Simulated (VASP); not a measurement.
# C in VASP: notebook

Runs on C. Level: PBE+D3(BJ). Tasks: single point, relaxation of cell and atoms.

Program: VASP 6.6.1. These are calculated values, not measurements. Logs are shortened: lines on timing, memory, paths and dates and some standing lists are left out, and cuts for length are marked.

## (1) The cell of the first run

The cell holds a slab with vacuum, 2 atoms: a = 2.466 Å, b = 2.466 Å, c = 8.402 Å, α = 90.00°, β = 90.00°, γ = 120.00°.

## (2) Single point, PBE+D3(BJ)

INCAR

```
SYSTEM = C
ALGO     = Normal         ! electronic algorithm
EDIFF    = 1E-7           ! SCF threshold, eV
ENCUT    = 520            ! plane-wave cutoff, eV
GGA      = PE             ! functional
ISIF     = 2              ! what is computed and relaxed
ISMEAR   = 0              ! smearing method
IVDW     = 12             ! dispersion correction
LASPH    = .True.         ! aspherical terms in the spheres
LCHARG   = .True.         ! write CHGCAR
LELF     = .True.         ! ELF
LREAL    = .False.        ! projectors in reciprocal space
LVHAR    = .True.       
LWAVE    = .False.        ! write WAVECAR
NBANDS   = 11             ! bands
NELM     = 100            ! most SCF steps
PREC     = Accurate       ! precision mode
SIGMA    = 0.1            ! smearing width, eV
```

KPOINTS

```
k-points
0
Gamma
  18 18 4
  0 0 0
```

POSCAR

```
C
1.0
    2.4661715276      0.0000000000      0.0000000000
   -1.2330857638      2.1357671930      0.0000000000
    0.0000000000      0.0000000000      8.4024504918
C
2
Direct
    0.3333333333      0.6666666667      0.0000000000
    0.6666666667      0.3333333333      0.0000000000
```

Potentials or basis: VASP PAW PBE potentials, release 64 (C).

Command:

```sh
cat potpaw_PBE.64/C/POTCAR > POTCAR
mpirun -np 1 vasp_std > vasp.out
```

OUTCAR:

```text
SYSTEM = C
   EDIFF = 1E-7
   ENCUT = 520
   GGA = PE
   ISIF = 2
   ISMEAR = 0
   IVDW = 12
   LASPH = .True.
   LREAL = .False.
   NELM = 100
   PREC = Accurate
 IVDW          = 12

 ion  position               nearest neighbor table
   1  0.333  0.667  0.000-   2 1.42   2 1.42   2 1.42
   2  0.667  0.333  0.000-   1 1.42   1 1.42   1 1.42

  LATTYP: Found a hexagonal cell.
 ALAT       =     2.4661715276
 C/A-ratio  =     3.4070827587

  Lattice vectors:

 A1 = (   2.4661715276,   0.0000000000,   0.0000000000)
 A2 = (  -1.2330857638,   2.1357671930,   0.0000000000)
 A3 = (   0.0000000000,   0.0000000000,   8.4024504918)

Analysis of symmetry for initial positions (statically):
=====================================================================
 Subroutine PRICEL returns:
 Original cell was already a primitive cell.

 Routine SETGRP: Setting up the symmetry group for a
 hexagonal supercell.

 Subroutine GETGRP returns: Found 24 space group operations
 (whereof 24 operations were pure point group operations)
 out of a pool of 24 trial point group operations.

The static configuration has the point symmetry D_6h.

Analysis of symmetry for dynamics (positions and initial velocities):
=====================================================================
 Subroutine PRICEL returns:
 Original cell was already a primitive cell.

 Routine SETGRP: Setting up the symmetry group for a
 hexagonal supercell.

 Subroutine GETGRP returns: Found 24 space group operations
 (whereof 24 operations were pure point group operations)
 out of a pool of 24 trial point group operations.

The dynamic configuration has the point symmetry D_6h.

 Subroutine INISYM returns: Found 24 space group operations
 (whereof 24 operations are pure point group operations),
 and found     1 'primitive' translations

----------------------------------------------------------------------------------------

                                     Primitive cell

  volume of cell :      44.2571

  direct lattice vectors                    reciprocal lattice vectors
     2.466171528  0.000000000  0.000000000     0.405486800  0.234107913  0.000000000
    -1.233085764  2.135767193  0.000000000     0.000000000  0.468215826  0.000000000
     0.000000000  0.000000000  8.402450492     0.000000000  0.000000000  0.119012900

  length of vectors
     2.466171528  2.466171528  8.402450492     0.468215826  0.468215826  0.119012900

  position of ions in fractional coordinates (direct lattice)
     0.333333333  0.666666667  0.000000000
     0.666666667  0.333333333  0.000000000

[... 86 lines left out ...]
   PSTRESS=    0.0 pullay stress
   NELECT =       8.0000    total number of electrons
   NUPDOWN=      -1.0000    fix difference up-down
   EMIN   =  10.00;   EMAX   =-10.00  energy-range for DOS
   EFERMI =   0.00;   METHOD = LEGACY
   ISMEAR =     0;   SIGMA  =   0.10  broadening in eV -4-tet -1-fermi 0-gaus
   EFERMI_NEDOS =   21; number of points for ismear=-14 and -15
   IALGO  =     38    algorithm
   IMIX   =      4    mixing-type and parameters
     AMIX     =   0.40;   BMIX     =  1.00
     AMIX_MAG =   1.60;   BMIX_MAG =  1.00
  volume/ion in A,a.u.               =      22.13       149.33
  Fermi-wavevector in a.u.,A,eV,Ry     =   0.925644  1.749213 11.657689  0.856816
  Thomas-Fermi vector in A             =   2.051520
   LORBIT       =      0    0 simple, 1 ext, 2 COOP (PROOUT), +10 PAW based schemes
   GGA     = PE    functional components
   LHFCALC =     F    Hartree Fock is set to
   AEXX    =    0.0000 exact exchange contribution
   IVDW    =    12    specifies the selected vdW correction
   LEPSILON=     F    determine dielectric tensor
   LRPA    =     F    only Hartree local field effects (RPA)
 non-spin polarized calculation
 Gauss-broadening in eV      SIGMA  =   0.10
  energy-cutoff  :      520.00
  volume of cell :       44.26
 maximum number of plane-waves:      1214
   NGX =  9   NGY =  9   NGZ = 31

 number of electron       7.9999997 magnetization

 Free energy of the ion-electron system (eV)
  ---------------------------------------------------
  ext. energy  EPLUGINS =         0.00000000
  ---------------------------------------------------
  free energy    TOTEN  =       -18.45000542 eV

  energy without entropy =      -18.44930889  energy(sigma->0) =      -18.44965715

 E-fermi :  -0.6706     XC(G=0):  -5.0510

 val. band max:       -0.6705592367   @ k =   0.3333   0.3333   0.2500
 cond. band min:      -0.6705170876   @ k =   0.3333   0.3333   0.0000
 fundamental gap:      0.0000421491
 Fermi energy:        -0.6705574621

 k-point     1 :       0.0000    0.0000    0.0000
  band No.  band energies     occupation
      1     -20.1913      2.00000
      2      -8.2860      2.00000
      3      -3.7168      2.00000
      4      -3.7168      2.00000
      5       2.3028      0.00000
      6       4.7078      0.00000
      7       6.4503      0.00000
      8       7.6334      0.00000
      9       7.6334      0.00000
     10      10.7506      0.00000
     11      11.8157      0.00000
[... 309 lines left out ...]
 k-point    24 :       0.3889    0.1111    0.0000
  band No.  band energies     occupation
      1     -15.5086      2.00000
      2     -12.8796      2.00000
      3      -7.9143      2.00000
      4      -3.2010      2.00000
      5       1.4640      0.00000
      6       7.9623      0.00000
      7       8.9201      0.00000
      8      10.7841      0.00000
      9      12.2601      0.00000
     10      12.8308      0.00000
     11      13.4915      0.00000

 [... further k-points ...]

------------------------ aborting loop because EDIFF is reached ----------------------------------------

 Edisp (eV)   -0.18095

 E8    (eV) :    -0.0556

  FORCE on cell =-STRESS in cart. coord.  units (eV):
  Direction    XX          YY          ZZ          XY          YZ          ZX
  --------------------------------------------------------------------------------------
  -------------------------------------------------------------------------------------
  Total       0.05281     0.05281    -0.02618    -0.00000    -0.00000     0.00000
  in kB       1.91186     1.91186    -0.94788    -0.00000    -0.00000     0.00000
  external pressure =        0.96 kB  Pullay stress =        0.00 kB

 VOLUME and BASIS-vectors are now :
 -----------------------------------------------------------------------------
  energy-cutoff  :      520.00
  volume of cell :       44.26
      direct lattice vectors                 reciprocal lattice vectors
     2.466171528  0.000000000  0.000000000     0.405486800  0.234107913  0.000000000
    -1.233085764  2.135767193  0.000000000     0.000000000  0.468215826  0.000000000
     0.000000000  0.000000000  8.402450492     0.000000000  0.000000000  0.119012900

 POSITION                                       TOTAL-FORCE (eV/Angst)
 -----------------------------------------------------------------------------------
     -0.00000      1.42384      0.00000         0.000000      0.000000      0.000000
      1.23309      0.71192      0.00000        -0.000000      0.000000      0.000000
 -----------------------------------------------------------------------------------
    total drift:                                0.000000     -0.000000      0.000000

  FREE ENERGIE OF THE ION-ELECTRON SYSTEM (eV)
  ---------------------------------------------------
  free  energy   TOTEN  =       -18.6309514213 eV

  energy  without entropy=      -18.6302548910  energy(sigma->0) =      -18.63060316
```

stdout:

```text
POSCAR found type information on POSCAR C
 POSCAR found :  1 types and       2 ions
 scaLAPACK will be used
 LDA part: xc-table for (Slater+PW92), standard interpolation
 POSCAR, INCAR and KPOINTS ok, starting setup
 FFT: planning ... GRIDC
 FFT: planning ... GRID_SOFT
 FFT: planning ... GRID
 WAVECAR not read
 entering main loop
```

It took 41 s on 1 thread of Intel Xeon Platinum 8488C (Sapphire Rapids), shared host; peak memory 0.18 GiB.

What came out:

```
Free energy                : -18.6310 eV
Band gap on the k mesh     : zero (filled and empty bands touch)
Dispersion energy per atom : -0.090 eV
```

Levels at points of the mesh, in eV from the Fermi level:
```csv
k point,band 1,band 2,band 3,band 4,band 5,band 6,band 7,band 8
"(0.00, 0.00, 0.00)",-19.52,-7.62,-3.05,-3.05,2.97,5.38,7.12,8.30
"(0.50, 0.00, 0.00)",-14.28,-13.24,-6.42,-2.36,1.68,7.36,10.87,11.01
"(0.00, 0.00, 0.50)",-19.52,-7.62,-3.05,-3.05,3.76,3.77,8.30,8.30
"(0.50, 0.00, 0.50)",-14.28,-13.24,-6.42,-2.36,1.68,7.36,11.44,11.63
```

## (3) Relaxation of cell and atoms, PBE+D3(BJ)

This run uses another cell than the first one, of 22.27 Å³/atom, 1.006 times its volume.

INCAR

```
PREC     = Accurate       # precision mode
ENCUT    = 600            # plane-wave cutoff, eV
EDIFF    = 1E-6           # SCF threshold, eV
ISMEAR   = 0              # smearing method
SIGMA    = 0.1            # smearing width, eV
LREAL    = F              # projectors in reciprocal space
LASPH    = T              # aspherical terms in the spheres
NELM     = 100            # most SCF steps
ALGO     = Normal         # electronic algorithm
ISIF     = 3              # what is computed and relaxed
LWAVE    = F              # write WAVECAR
LCHARG   = F              # write CHGCAR
GGA      = PE             # functional
IVDW     = 12             # dispersion correction
IBRION   = 2              # ionic algorithm
NSW      = 90             # ionic steps
EDIFFG   = -0.02          # ionic threshold
```

KPOINTS

```
Automatic mesh
0
Gamma
  18 18 4
```

POSCAR

```
C
1.0
    2.4561701622      0.0000000000      0.0000000000
   -1.2280850811      2.1271057565      0.0000000000
    0.0000000000      0.0000000000      8.5238033600
C
2
Direct
    0.3333333300      0.6666666700      0.0000000000
    0.6666666700      0.3333333300      0.0000000000
```

Potentials or basis: VASP PAW PBE potentials, release 64 (C).

Command:

```sh
cat potpaw_PBE.64/C/POTCAR > POTCAR
mpirun -np 1 vasp_std > vasp.out
```

Wall time 7.9 min (1 thread of Intel Xeon Platinum 8488C (Sapphire Rapids), shared host); peak memory 0.19 GiB.

It converged, with:

* Free energy: -18.7361 eV
* Relaxed volume: 9.40 Å³/atom
* Relaxed cell: a = 2.465 Å, b = 2.465 Å, c = 3.574 Å, α = 90.00°, β = 90.00°, γ = 120.00°
* Space group after relaxing (to 0.05 Å): P6/mmm (No. 191)
* Energy gained by relaxing: 51.7 meV/atom
* Ionic steps: 23
* Band gap on the k mesh: zero (band 4 reaches 4.63 eV, above the bottom of band 5 at 3.72 eV)
* Dispersion energy per atom: -0.145 eV

Step by step:
```csv
step,energy change (eV),largest force (eV/Å),pressure (GPa),volume (Å³)
1,0.0000,0.0000,1.32,44.53
2,0.0107,0.0000,-3.16,45.72
3,-0.0023,0.0000,-0.08,44.88
4,-0.0023,0.0000,-0.05,44.88
5,-0.0024,0.0000,-0.05,44.83
6,-0.0025,0.0000,-0.05,44.70
7,-0.0029,0.0000,-0.05,44.43
8,-0.0035,0.0000,-0.05,43.89
9,-0.0050,0.0000,-0.05,42.81
10,-0.0081,0.0000,-0.03,40.65
11,-0.0151,0.0000,0.02,36.35
12,-0.0379,0.0000,0.11,27.74
13,1.9500,0.0000,67.50,10.57
14,-0.0395,0.0000,0.11,27.40
15,-0.1031,0.0000,0.44,18.98
16,0.0810,0.0000,7.44,15.04
17,-0.1028,0.0000,0.66,18.46
18,-0.0095,0.0000,-18.73,19.85
19,-0.1029,0.0000,0.06,18.50
20,-0.1032,0.0000,-0.82,18.94
21,-0.1033,0.0000,-0.55,18.79
22,-0.1030,0.0000,1.23,18.82
23,-0.1034,0.0000,0.02,18.80
```

Final structure:
```
C
1.0
     2.46474    0.00000    0.00000
    -1.23237    2.13453    0.00000
     0.00000    0.00000    3.57350
C
2
Direct
  0.33333 0.66667 0.00000
  0.66667 0.33333 0.00000
```

Levels at points of the mesh, in eV from the Fermi level:
| k point | band 1 | band 2 | band 3 | band 4 | band 5 | band 6 | band 7 | band 8 |
| --- | --- | --- | --- | --- | --- | --- | --- | --- |
| (0.00, 0.00, 0.00) | -19.60 | -6.86 | -3.03 | -3.03 | 3.84 | 8.31 | 8.31 | 11.59 |
| (0.50, 0.00, 0.00) | -14.33 | -13.28 | -6.41 | -1.84 | 2.37 | 7.28 | 10.94 | 11.24 |
| (0.00, 0.00, 0.50) | -19.42 | -8.28 | -3.01 | -3.01 | 8.37 | 8.37 | 9.18 | 11.33 |
| (0.50, 0.00, 0.50) | -14.20 | -13.17 | -6.39 | -2.83 | 1.08 | 7.53 | 13.13 | 16.19 |

Caveat: the volume moved by over 15 % at a fixed basis, so the end points are rough.
